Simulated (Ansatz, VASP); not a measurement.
**Two plane-wave programs on Os**

```
Os
1.0
     0.00000    1.94500    1.94500
     2.13950    0.00000    1.94500
     2.13950    1.94500    0.00000
Os
1
Direct
  0.00000 0.00000 0.00000
```

Change from the starting cell: strain +0.1000 x Voigt [1, 0, 0, 0, 0, 0], atoms carried along.

Alike in both runs: task single point; functional r2SCAN; k mesh 20 × 20 × 20; occupations gaussian, width 0.15 eV; no spin polarisation.

|  | VASP | Ansatz |
| --- | --- | --- |
| version | VASP 6.6.1 | Ansatz 0.2.0 |
| potentials or method | VASP PAW PBE potentials, release 64 (Os), cutoff 520 eV | scalar-relativistic, plane waves, PAW |
| valence electrons in the cell | 8 | 16 |

```csv
,VASP,Ansatz,Ansatz less VASP
gap on the k mesh at the Fermi level (eV),none,none,-
pressure (GPa),-40.4,-40.4,-0.03
"traceless stress, the component that is largest in VASP (GPa)",-16.73,-17.01,-0.283
```

VASP's potentials were made for PBE, not for r2SCAN. A gap of «none» marks a metal or a gap that the smearing closes. Both programs put the cell under strong tension, so it lies far from rest at this level. The functional is the same, so the differences come from potentials, cutoffs and numerics. VASP's potentials hold 8 valence electrons a cell and Ansatz's 16, so a difference there can come from the potentials and not from the codes.

Neither program's run includes spin-orbit coupling. Noted on VASP's run: the cell as given lies far from equilibrium.
